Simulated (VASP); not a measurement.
Set up this calculation in VASP 6.6.1, as the native input.

- Task: single point
- Functional: PBE
- Potentials or basis: VASP PAW PBE potentials, release 64 (Sn_d, Se)
- Cutoff: 520 eV
- k mesh: 6 × 6 × 6
- Occupations: gaussian, width 0.1 eV
- Spin: no spin polarisation
- Dipole correction: no
- Further INCAR settings: ALGO = Normal; EDIFF = 1e-06; NBANDS = 17

The structure of SnSe lies in POSCAR:

```
SnSe
1.0
    0.0000000000      3.0099999900      3.0099999900
    3.0099999900      0.0000000000      3.0099999900
    3.0099999900      3.0099999900      0.0000000000
Sn Se
1 1
Direct
    0.0000000000      0.0000000000      0.0000000000
    0.5000000000      0.5000000000      0.5000000000
```

These files were run (other wordings do the same):

INCAR

```
PREC     = Accurate       # precision mode
ENCUT    = 520            # plane-wave cutoff, eV
EDIFF    = 1E-6           # SCF threshold, eV
ISMEAR   = 0              # smearing method
SIGMA    = 0.1            # smearing width, eV
LREAL    = False          # projectors in reciprocal space
LASPH    = True           # aspherical terms in the spheres
NELM     = 100            # most SCF steps
ALGO     = Normal         # electronic algorithm
ISIF     = 2              # what is computed and relaxed
LWAVE    = False          # write WAVECAR
LCHARG   = False          # write CHGCAR
GGA      = PE             # functional
NBANDS   = 17             # bands
```

KPOINTS

```
regular mesh
0
Gamma
  6 6 6
```

Potentials or basis: VASP PAW PBE potentials, release 64 (Sn_d, Se).

The run is started by

```sh
$ cat potpaw_PBE.64/Sn_d/POTCAR potpaw_PBE.64/Se/POTCAR > POTCAR
$ mpirun -np 1 vasp_std > vasp.out
```

It gave:

```json
{"Pressure": "0.6 GPa", "Band gap on the k mesh": "0.58 eV, direct"}
```

Caveat: spin-orbit coupling is left out, which moves the levels of the heavy elements.

It took 6.3 s on 1 thread of Intel(R) Xeon(R) Platinum 8559C (Emerald Rapids) (shared host), peak memory 0.17 GiB.
